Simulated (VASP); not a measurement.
A run of VASP 6.6.1 is set up as follows.

File INCAR:

```
  ALGO = Normal
  EDIFF = 1E-7
  ENCUT = 520
  GGA = PS
  ISIF = 2
  ISMEAR = -1
  LASPH = True
  LCHARG = False
  LREAL = False
  LWAVE = False
  NBANDS = 79
  NELM = 100
  PREC = Accurate
  SIGMA = 0.1
```

The input KPOINTS:

```
k-points
0
Gamma
  4 4 4
```

Contents of POSCAR:

```
Mo3Se4
1.0
    4.7435760745      2.7387049235      3.7173895615
   -4.7435760745      2.7387049235      3.7173895615
    0.0000000000     -5.4774098471      3.7173895615
Mo Se
6 8
Direct
    0.2227105994      0.4137245003      0.5467296082
    0.5467296082      0.2227105994      0.4137245003
    0.4137245003      0.5467296082      0.2227105994
    0.7772894006      0.5862754997      0.4532703918
    0.4532703918      0.7772894006      0.5862754997
    0.5862754997      0.4532703918      0.7772894006
    0.3802024972      0.1270897274      0.7462974611
    0.7462974611      0.3802024972      0.1270897274
    0.1270897274      0.7462974611      0.3802024972
    0.6197975028      0.8729102726      0.2537025389
    0.2537025389      0.6197975028      0.8729102726
    0.8729102726      0.2537025389      0.6197975028
    0.2146333685      0.2146333685      0.2146333685
    0.7853666315      0.7853666315      0.7853666315
```

Potentials or basis: VASP PAW PBE potentials, release 64 (Mo_sv, Se).

Run with:

```bash
$ cat potpaw_PBE.64/Mo_sv/POTCAR potpaw_PBE.64/Se/POTCAR > POTCAR
$ mpirun -np 1 vasp_std > vasp.out
```

Problem. Estimate the pressure.

Solution. 0.3 GPa.

Problem. What does it give for the band gap on the k mesh?

Solution. Zero (bands 66 and 67 overlap by 0.07 eV).

Forces on the atoms (eV/Å):
```
Mo  -0.013 -0.015 -0.004
Mo   0.019 -0.003 -0.004
Mo  -0.007  0.019 -0.004
Mo   0.013  0.015  0.004
Mo  -0.019  0.003  0.004
Mo   0.007 -0.019  0.004
Se   0.002 -0.037 -0.001
Se   0.031  0.021 -0.001
Se  -0.033  0.016 -0.001
Se  -0.002  0.037  0.001
Se  -0.031 -0.021  0.001
Se   0.033 -0.016  0.001
Se   0.000  0.000 -0.048
Se   0.000  0.000  0.048
```

Caveat: the PAW data sets were made with another functional, which shifts forces and pressure a little.
